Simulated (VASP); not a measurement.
Set up this calculation in VASP 6.6.1, as the native input.

| Quantity | Value |
| --- | --- |
| Task | single point |
| Functional | PBE |
| Potentials or basis | VASP PAW PBE potentials, release 64 (W_sv, C) |
| Cutoff | 520 eV |
| k mesh | 12 × 12 × 6 |
| Occupations | gaussian, width 0.1 eV |
| Spin | no spin polarisation |
| Dipole correction | no |
| k mesh for the DOS | 18 × 18 × 9 |
| Occupations for the DOS | tetrahedron |
| Further INCAR settings | ALGO = Normal; EDIFF = 1e-06 |

The system is WC.

```
CELL_PARAMETERS angstrom
2.94743 0.00000 0.00000
0.00000 2.94743 0.00000
0.00000 0.00000 7.48078
ATOMIC_POSITIONS crystal
W 0.50000 0.50000 0.28896
W 0.50000 0.50000 0.71104
W 0.00000 0.00000 0.00000
C 0.00000 0.00000 0.40179
C 0.00000 0.00000 0.59821
C 0.50000 0.50000 0.00000
```

One way to write it, as run:

POSCAR

```
WC
1.0
    2.9474331841      0.0000000000      0.0000000000
    0.0000000000      2.9474331841      0.0000000000
    0.0000000000      0.0000000000      7.4807812356
W C
3 3
Direct
    0.5000000000      0.5000000000      0.2889573774
    0.5000000000      0.5000000000      0.7110426226
    0.0000000000      0.0000000000      0.0000000000
    0.0000000000      0.0000000000      0.4017876898
    0.0000000000      0.0000000000      0.5982123102
    0.5000000000      0.5000000000      0.0000000000
```

INCAR.step1

```
ALGO     = Normal         # electronic algorithm
EDIFF    = 1E-6           # SCF threshold, eV
ENCUT    = 520            # plane-wave cutoff, eV
GGA      = PE             # functional
ISIF     = 2              # what is computed and relaxed
ISMEAR   = 0              # smearing method
LASPH    = True           # aspherical terms in the spheres
LCHARG   = True           # write CHGCAR
LMAXMIX  = 4              # l up to which the mixer works
LREAL    = False          # projectors in reciprocal space
LWAVE    = False          # write WAVECAR
NBANDS   = 36             # bands
NELM     = 80             # most SCF steps
PREC     = Accurate       # precision mode
SIGMA    = 0.1            # smearing width, eV
```

KPOINTS.step1

```
k-points
0
Gamma
  12 12 6
```

INCAR.step2

```
ALGO     = Normal         # electronic algorithm
EDIFF    = 1E-6           # SCF threshold, eV
ENCUT    = 520            # plane-wave cutoff, eV
GGA      = PE             # functional
ICHARG   = 11             # starting density
ISIF     = 2              # what is computed and relaxed
ISMEAR   = -5             # smearing method
LASPH    = True           # aspherical terms in the spheres
LCHARG   = False          # write CHGCAR
LMAXMIX  = 4              # l up to which the mixer works
LORBIT   = 11             # projections on sites
LREAL    = False          # projectors in reciprocal space
LWAVE    = False          # write WAVECAR
NEDOS    = 2001           # points of the DOS
NELM     = 80             # most SCF steps
PREC     = Accurate       # precision mode
SIGMA    = 0.1            # smearing width, eV
```

KPOINTS.step2

```
k-points
0
Gamma
  18 18 9
```

Potentials or basis: VASP PAW PBE potentials, release 64 (W_sv, C).

Command:

```bash
$ cat potpaw_PBE.64/W_sv/POTCAR potpaw_PBE.64/C/POTCAR > POTCAR
$ cp INCAR.step1 INCAR
$ cp KPOINTS.step1 KPOINTS
$ mpirun -np 1 vasp_std > vasp.out
$ cp INCAR.step2 INCAR
$ cp KPOINTS.step2 KPOINTS
$ mpirun -np 1 vasp_std > vasp.out
```

It gave:

| Property | Result |
| --- | --- |
| Valence electrons inside the program's atomic spheres | W 12.06, 12.24 (each value once); C 2.41, 2.52 (each value once) |

Run time: 8.6 min on 1 thread of Intel(R) Xeon(R) Platinum 8488C (Sapphire Rapids), on a shared host, peak memory 0.51 GiB.
